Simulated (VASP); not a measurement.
Crystal: BTe.

```
B Te
1.0
     2.25316   -5.29911    0.00000
     2.25316    5.29911    0.00000
     0.00000    0.00000    3.83873
B Te
2 2
Direct
  0.64000 0.36000 0.25000
  0.36000 0.64000 0.75000
  0.93000 0.07000 0.25000
  0.07000 0.93000 0.75000
```

| Property | Result |
| --- | --- |
| Program | VASP 6.6.1 |
| Task | relaxation of cell and atoms |
| Functional | PBE |
| Potentials or basis | VASP PAW PBE potentials, release 64 (B, Te) |
| Cutoff | 600 eV |
| k mesh | 4 × 4 × 4 |
| Occupations | gaussian, width 0.1 eV |
| Spin | no spin polarisation |

At the start: pressure 12.8 GPa; volume 22.92 Å³/atom.

**Question.** Where does the relaxation end?

**Answer.** Over 26 steps the energy falls by 1803.4 meV/atom and the volume is 19.13 Å³/atom (-16.5 %); space group Cmcm (No. 63, to 0.05 Å).

Step by step:
| step | energy change (eV) | largest force (eV/Å) | pressure (GPa) | volume (Å³) |
| --- | --- | --- | --- | --- |
| 1 | 0.0000 | 9.3956 | 12.83 | 91.67 |
| 2 | -2.8186 | 0.7920 | -11.17 | 116.80 |
| 3 | -3.1091 | 1.3300 | -9.11 | 106.95 |
| 4 | -4.7329 | 1.9280 | -10.20 | 89.88 |
| 5 | -6.5922 | 1.4881 | 3.03 | 66.23 |
| 6 | -6.8260 | 1.1045 | 10.64 | 63.74 |
| 7 | -6.8844 | 0.5436 | 7.70 | 64.47 |
| 8 | -7.0773 | 0.4418 | -1.13 | 72.43 |
| 9 | -7.0778 | 0.4372 | -0.63 | 71.85 |
| 10 | -7.1336 | 0.4467 | -0.54 | 72.53 |
| 11 | -7.1458 | 0.4738 | -0.39 | 72.94 |
| 12 | -7.1841 | 0.1293 | 0.23 | 72.89 |
| 13 | -7.1871 | 0.1067 | 0.78 | 72.86 |
| 14 | -7.1874 | 0.0572 | 0.62 | 72.87 |
| 15 | -7.1955 | 0.0184 | 0.26 | 73.80 |
| 16 | -7.2053 | 0.0484 | -0.12 | 75.14 |
| 17 | -7.2018 | 0.0969 | -0.27 | 77.78 |
| 18 | -7.2030 | 0.1090 | -0.30 | 77.35 |
| 19 | -7.2085 | 0.0631 | -0.32 | 76.25 |
| 20 | -7.2082 | 0.0295 | -0.22 | 75.69 |
| 21 | -7.2088 | 0.0322 | -0.28 | 76.01 |
| 22 | -7.2105 | 0.1463 | 0.28 | 76.35 |
| 23 | -7.2123 | 0.1004 | 0.00 | 76.21 |
| 24 | -7.2129 | 0.0712 | 0.25 | 76.21 |
| 25 | -7.2132 | 0.0501 | 0.15 | 76.21 |
| 26 | -7.2138 | 0.0188 | -0.10 | 76.52 |

Final structure:
```cif
data_structure
_symmetry_space_group_name_H-M 'P 1'
_symmetry_Int_Tables_number 1
_cell_length_a 6.4748
_cell_length_b 6.4748
_cell_length_c 3.5184
_cell_angle_alpha 90.000
_cell_angle_beta 90.000
_cell_angle_gamma 148.749
_cell_volume 76.52
loop_
_atom_site_label
_atom_site_type_symbol
_atom_site_fract_x
_atom_site_fract_y
_atom_site_fract_z
_atom_site_occupancy
B1 B 0.67309 0.32691 0.25000 1
B2 B 0.32691 0.67309 0.75000 1
Te1 Te 0.85745 0.14255 0.25000 1
Te2 Te 0.14255 0.85745 0.75000 1
```

Caveat: the k points lie up to 0.47 Å⁻¹ apart in the final cell; the volume moved by over 15 % at a fixed basis, so the end points are rough.
